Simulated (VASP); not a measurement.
The system is PbS.

```
CELL_PARAMETERS angstrom
4.08970 0.00000 0.00000
-2.04485 3.54178 0.00000
0.00000 0.00000 3.78817
ATOMIC_POSITIONS crystal
Pb 0.00000 0.00000 0.00000
S 0.66667 0.33333 0.50000
```

```yaml
Program: VASP 6.6.1
Task: relaxation of cell and atoms
Functional: B3LYP
Potentials_or_basis: VASP PAW PBE potentials, release 64 (Pb_d, S)
Cutoff: 600 eV
k_mesh: 4 × 4 × 4
Occupations: fermi-dirac, width 0.05 eV
Spin: no spin polarisation
```

At the start: pressure 1.9 GPa; volume 27.44 Å³/atom.

Question: Where does the relaxation end?

Answer: Over 11 steps the energy falls by 5.6 meV/atom and the volume is 28.43 Å³/atom (+3.6 %); space group P-6m2 (No. 187, to 0.1 Å) before and after.

The path:
```csv
step,energy change (eV),largest force (eV/Å),pressure (GPa),volume (Å³)
1,0.0000,0.0000,1.91,54.87
2,-0.0094,0.0000,-0.44,57.51
3,-0.0111,0.0000,-0.04,56.76
4,-0.0111,0.0000,0.01,56.70
5,-0.0111,0.0000,0.02,56.66
6,-0.0110,0.0000,0.05,56.63
7,-0.0112,0.0000,0.12,56.67
8,-0.0111,0.0000,0.10,56.75
9,-0.0112,0.0000,0.09,56.71
10,-0.0112,0.0000,0.10,56.69
11,-0.0112,0.0000,-0.01,56.86
```

Final structure:
```
Pb S
1.0
     4.13860    0.00000    0.00000
    -2.06930    3.58413    0.00000
     0.00000    0.00000    3.83350
Pb S
1 1
Direct
  0.00000 0.00000 0.00000
  0.66667 0.33333 0.50000
```

Caveat: the k points lie up to 0.44 Å⁻¹ apart in the final cell; the PAW data sets were made with another functional, which shifts forces and pressure a little.
